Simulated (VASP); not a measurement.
Runs of VASP 6.6.1 on Sc. The structure is that of space group P6_3/mmc (No. 194), or close to it. The cells are those of the table. 

| task | cell | k mesh | cutoff (eV) | smearing | gap on the mesh (eV) | pressure (GPa) | relaxed volume (Å³/atom) |
| --- | --- | --- | --- | --- | --- | --- | --- |
| single point | a = 3.291, b = 3.291, c = 5.333 Å, angles 90.0, 90.0, 120.0°, 2 atoms | 6 × 6 × 4 | 520 | gaussian 0.1 eV | none | -5.3 | - |
| single point | a = 3.230, b = 3.230, c = 4.986 Å, angles 90.0, 90.0, 120.0°, 2 atoms | 12 × 12 × 8 | 520 | gaussian 0.1 eV | none | 0.1 | - |
| relaxation of cell and atoms | relaxed from a = 3.230, b = 3.230, c = 4.986 Å, angles 90.0, 90.0, 120.0°, 2 atoms | 12 × 12 × 8 | 600 | fermi-dirac 0.15 eV | none | 0.0 | 22.71 |
| relaxation of cell and atoms | relaxed from a = 3.230, b = 3.230, c = 4.986 Å, angles 90.0, 90.0, 120.0°, 2 atoms | 12 × 12 × 8 | 600 | gaussian 0.1 eV | none | 0.0 | (a) |
| single point | a = 3.225, b = 3.225, c = 5.031 Å, angles 90.0, 90.0, 120.0°, 2 atoms | 12 × 12 × 8 | 520 | fermi-dirac 0.15 eV | none | 0.1 | - |

Alike in all rows: level LDA; potentials or basis VASP PAW LDA potentials, release 64 (Sc_sv); no spin polarisation.

**Question.** Fill in the values left out.

**Answer.** (a) 22.57.

Caveats: some runs use coarse meshes.

A gap of «none» marks levels without a gap at the run's occupations.
